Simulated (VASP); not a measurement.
**Si: single point with LDA**

Si:

```
CELL_PARAMETERS angstrom
4.55214 -2.43471 0.00000
4.55214 2.43471 0.00000
0.00000 0.00000 5.32765
ATOMIC_POSITIONS crystal
Si 0.50000 0.50000 0.77051
Si 0.50000 0.50000 0.22949
Si 0.00000 0.00000 0.27051
Si 0.00000 0.00000 0.72949
Si 0.64389 0.82586 0.50000
Si 0.22622 0.22622 0.00000
Si 0.27378 0.27378 0.50000
Si 0.77378 0.77378 0.00000
```

This cell differs from its parent crystal: atom 5 (Si) moved +0.450 Å towards its neighbour atom 7 (Si) at 2.473 Å.

```json
{
  "Program": "VASP 6.6.1",
  "Task": "single point",
  "Functional": "LDA",
  "Potentials or basis": "VASP PAW LDA potentials, release 64 (Si)",
  "Cutoff": "520 eV",
  "k mesh": "10 × 10 × 8",
  "Occupations": "gaussian, width 0.15 eV",
  "Spin": "no spin polarisation",
  "Dipole correction": "no",
  "Further INCAR settings": "ALGO = Normal; EDIFF = 1e-07; NBANDS = 26"
}
```

```yaml
Pressure: 3.8 GPa
Largest_force: 6.225 eV/Å
Band_gap_on_the_k_mesh: zero (band 16 reaches 10.68 eV, above the bottom of band 17 at 7.80 eV)
```

Forces on the atoms (eV/Å):
```
Si   0.216  0.112 -0.124
Si   0.216  0.112  0.124
Si  -0.012  0.149  0.071
Si  -0.012  0.149 -0.071
Si  -1.224 -6.104  0.000
Si   0.101  0.206  0.000
Si   0.808  5.325  0.000
Si  -0.093  0.052  0.000
```

Stress tensor (GPa, compression positive):
```
-0.99  1.12  0.00
 1.12 13.29  0.00
 0.00  0.00 -0.97
```

Levels at points of the mesh, in eV from the Fermi level:
| k point | band 13 | band 14 | band 15 | band 16 | band 17 | band 18 | band 19 | band 20 |
| --- | --- | --- | --- | --- | --- | --- | --- | --- |
| (0.00, 0.00, 0.00) | -2.45 | -2.38 | -2.04 | -1.98 | -1.75 | -1.71 | -1.62 | 1.27 |
| (0.50, 0.00, 0.00) | -2.19 | -1.99 | -0.69 | -0.11 | 1.80 | 2.03 | 2.19 | 2.32 |
| (0.00, 0.50, 0.00) | -2.18 | -2.11 | -0.70 | -0.16 | 2.05 | 2.22 | 2.30 | 2.31 |
| (0.50, 0.50, 0.00) | -2.48 | -2.10 | -1.66 | 0.47 | 0.67 | 1.75 | 1.95 | 2.55 |
| (0.00, 0.00, 0.50) | -4.34 | -3.87 | -2.79 | -2.67 | 2.50 | 2.66 | 3.12 | 3.45 |
| (0.50, 0.00, 0.50) | -1.18 | -1.06 | -0.23 | 0.04 | 0.13 | 0.22 | 0.46 | 1.09 |
| (0.00, 0.50, 0.50) | -1.16 | -0.99 | -0.27 | -0.12 | 0.14 | 0.25 | 0.49 | 1.11 |
| (0.50, 0.50, 0.50) | -1.39 | -1.34 | -1.21 | -0.55 | -0.51 | -0.46 | 1.45 | 2.06 |

Wall time 17 min on 1 thread of AMD EPYC 7R43 64-Core Processor (Zen 3), with other jobs on the host, peak memory 0.52 GiB.

Caveat: the cell differs from its parent crystal (atom 5 (Si) moved +0.450 Å towards its neighbour atom 7 (Si) at 2.473 Å); forces of over 1 eV/Å act on the atoms, so gaps and moduli don't describe the material at rest.
